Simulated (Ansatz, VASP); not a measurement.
One calculation of SnO2, two programs

File INCAR:

```
SYSTEM = SnO2
PREC = Accurate ; ENCUT = 520
EDIFF = 1E-6 ; ISMEAR = 0
SIGMA = 0.05 ; LREAL = .FALSE.
LASPH = .TRUE. ; NELM = 80
ALGO = Normal ; ISIF = 2
LWAVE = .FALSE. ; LCHARG = .TRUE.
GGA = PS ; LELF = .TRUE.
LVHAR = .TRUE. ; NBANDS = 20
```

The input KPOINTS:

```
regular mesh
0
G
  12 12 12
  0 0 0
```

The input POSCAR:

```
SnO2
1.0
    1.5909868438      0.9185566825      4.3707741283
   -1.5909868438      0.9185566825      4.3707741283
    0.0000000000     -1.8371133651      4.3707741283
Sn O
1 2
Direct
    0.5000000000      0.5000000000      0.5000000000
    0.2541351940      0.2541351940      0.2541351940
    0.7458648060      0.7458648060      0.7458648060
```

Input for Ansatz:

```yaml
crystal:
  lattice:
    - [1.5909868438, 0.9185566825, 4.3707741283]
    - [-1.5909868438, 0.9185566825, 4.3707741283]
    - [0.0, -1.8371133651, 4.3707741283]
  atoms:
    - { symbol: Sn, position: [0.5, 0.5, 0.5] }
    - { symbol: O, position: [0.254135194, 0.254135194, 0.254135194] }
    - { symbol: O, position: [0.745864806, 0.745864806, 0.745864806] }
basis:
  ecutwfc: 520.0
kpoints:
  mp_grid: { grid: [12, 12, 12] }
hamiltonian:
  xc: pbesol
  pseudopotentials: { kind: paw, azcp: { folder: soft_1 } }
scf:
  occupations: { method: gaussian, width: 0.05 }
output:
  forces: true
  stress: true
  eigenvalues: true
```

Alike in both runs: task single point; functional PBEsol; k mesh 12 × 12 × 12; occupations gaussian, width 0.05 eV; no spin polarisation.

|  | VASP | Ansatz |
| --- | --- | --- |
| version | VASP 6.6.1 | Ansatz 0.2.0 |
| potentials or method | VASP PAW PBE potentials, release 64 (Sn_d, O), cutoff 520 eV | scalar-relativistic, plane waves, PAW |
| valence electrons in the cell | 26 | 26 |

|  | VASP | Ansatz | Ansatz less VASP |
| --- | --- | --- | --- |
| gap on the k mesh at the Fermi level (eV) | 1.24 | 1.27 | +0.028 |
| least direct gap on the mesh (eV) | 1.24 | 1.27 | +0.028 |
| pressure (GPa) | -7.7 | -8.4 | -0.63 |
| traceless stress, the component that is largest in VASP (GPa) | -6.88 | -6.57 | +0.305 |
| rms of the force components (eV/Å) | 0.952 | 0.981 | +0.0293 |

VASP's potentials were made for PBE, not for PBEsol, and Ansatz warns of the same on its side. Atom by atom the forces differ by 0.029 eV/Å (rms over components). The functional is the same, so the differences come from potentials, cutoffs and numerics.
